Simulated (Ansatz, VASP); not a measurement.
**Two plane-wave programs on KCr2MoF6**

```
Mo K Cr F
1.0
     0.00000    3.91273    3.91273
     3.91273    0.00000    3.91273
     3.91273    3.91273    0.00000
Mo K Cr F
1 1 2 6
Direct
  0.00000 0.00000 0.00000
  0.50000 0.50000 0.50000
  0.25000 0.25000 0.25000
  0.75000 0.75000 0.75000
  0.77300 0.22700 0.22700
  0.22700 0.77300 0.22700
  0.22700 0.77300 0.77300
  0.77300 0.22700 0.77300
  0.22700 0.22700 0.77300
  0.77300 0.77300 0.22700
```

Alike in both runs: task single point; functional PBE; k mesh 4 × 4 × 4; collinear spin.

|  | VASP | Ansatz |
| --- | --- | --- |
| version | VASP 6.6.1 | Ansatz 0.2.0 |
| potentials or method | VASP PAW PBE potentials, release 64 (Mo_sv, K_sv, Cr_pv, F), cutoff 520 eV | PAW plane waves |
| occupations | fermi-dirac, width 0.1 eV | fermi-dirac |
| valence electrons in the cell | 89 | 93 |

|  | VASP | Ansatz | Ansatz less VASP |
| --- | --- | --- | --- |
| gap on the k mesh at the Fermi level (eV) | none | none | - |
| rms of the force components (eV/Å) | 2.360 | 2.240 | -0.1201 |
| net moment per atom (μB) | 0.82 | 1.28 | +0.462 |
| size of the moment on the site where the two differ most (μB) | 1.74 | 0.98 | -0.756 |

The net moments are unlike, so the other rows may belong to different states. Site moments also hang on the region over which each program counts them. Atom by atom the forces differ by 0.120 eV/Å (rms over components). A gap of «none» marks a metal or a gap that the smearing closes. VASP's potentials hold 89 valence electrons a cell and Ansatz's 93, so a difference there can come from the potentials and not from the codes. Ansatz's warnings: no starting moments.
